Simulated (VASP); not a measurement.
Here is a VASP 6.6.1 calculation.

POSCAR

```
BP
1.0
    0.0000000000      2.2236200000      2.2690000000
    2.2690000000      0.0000000000      2.2690000000
    2.2690000000      2.2236200000      0.0000000000
B P
1 1
Direct
    0.0000000000      0.0000000000      0.0000000000
    0.7500000000      0.7500000000      0.7500000000
```

File INCAR.step1:

```
SYSTEM = BP
  PREC = Accurate
  ENCUT = 520
  ISMEAR = 0
  SIGMA = 0.05
  LREAL = .FALSE.
  LASPH = .TRUE.
  NELM = 100
  NBANDS = 11
  GGA = PE
  ALGO = Normal
  EDIFF = 1E-4
  LWAVE = .TRUE.
  LCHARG = .FALSE.
```

File INCAR.step2:

```
SYSTEM = BP
  PREC = Accurate
  ENCUT = 520
  EDIFF = 1E-6
  ISMEAR = 0
  SIGMA = 0.05
  LREAL = .FALSE.
  LASPH = .TRUE.
  NELM = 100
  ALGO = Normal
  ISIF = 2
  LWAVE = .FALSE.
  LCHARG = .FALSE.
  METAGGA = R2SCAN
  LMIXTAU = .TRUE.
  NBANDS = 11
  ISTART = 1
```

KPOINTS

```
regular mesh
0
G
  10 10 10
  0 0 0
```

Potentials or basis: VASP PAW PBE potentials, release 64 (B, P).

The run is started by

```console
$ cat potpaw_PBE.64/B/POTCAR potpaw_PBE.64/P/POTCAR > POTCAR
$ cp INCAR.step1 INCAR
$ mpirun -np 1 vasp_std > vasp.out
$ cp INCAR.step2 INCAR
$ mpirun -np 1 vasp_std > vasp.out
```

Task: Predict the band gap on the k mesh.

Result: 1.10 eV, indirect (least direct gap 3.45 eV).

Task: Predict the pressure.

Result: 2.8 GPa.

Stress tensor (GPa, compression positive):
```
0.92 0.00 0.00
0.00 6.70 0.00
0.00 0.00 0.92
```

Caveat: the cell differs from its parent crystal (strain -0.0200 x Voigt [0, 1, 0, 0, 0, 0]); the PAW data sets were made with another functional, which shifts forces and pressure a little. A k mesh can miss the band edges.
